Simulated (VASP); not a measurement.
Here is a VASP 6.6.1 calculation.

The input POSCAR:

```
GaN
1.0
    0.0000000000      2.1551200552      2.1551200552
    2.1551200552      0.0000000000      2.1551200552
    2.1551200552      2.1551200552      0.0000000000
Ga N
1 1
Direct
    0.0000000000      0.0000000000      0.0000000000
    0.7500000000      0.7500000000      0.7500000000
```

Contents of INCAR.step1:

```
SYSTEM = GaN
PREC = Accurate
ENCUT = 520
ISMEAR = 0
SIGMA = 0.02
LREAL = .FALSE.
LASPH = .TRUE.
NELM = 80
NBANDS = 16
GGA = PE
ALGO = Normal
EDIFF = 1E-4
LWAVE = .TRUE.
LCHARG = .FALSE.
```

INCAR.step2

```
SYSTEM = GaN
PREC = Accurate
ENCUT = 520
EDIFF = 1E-7
ISMEAR = 0
SIGMA = 0.02
LREAL = .FALSE.
LASPH = .TRUE.
NELM = 80
ALGO = Normal
ISIF = 2
LWAVE = .FALSE.
LCHARG = .FALSE.
METAGGA = R2SCAN
LMIXTAU = .TRUE.
NBANDS = 16
ISTART = 1
```

KPOINTS

```
regular mesh
0
G
  10 10 10
  0 0 0
```

Potentials or basis: VASP PAW PBE potentials, release 64 (Ga_d, N).

The run is started by

```sh
$ cat potpaw_PBE.64/Ga_d/POTCAR potpaw_PBE.64/N/POTCAR > POTCAR
$ cp INCAR.step1 INCAR
$ mpirun -np 1 vasp_std > vasp.out
$ cp INCAR.step2 INCAR
$ mpirun -np 1 vasp_std > vasp.out
```

Q: What does it give for the band gap on the k mesh?

A: 3.01 eV, direct.

Q: Predict the pressure.

A: 34.6 GPa.

Caveat: the PAW data sets were made with another functional, which shifts forces and pressure a little.
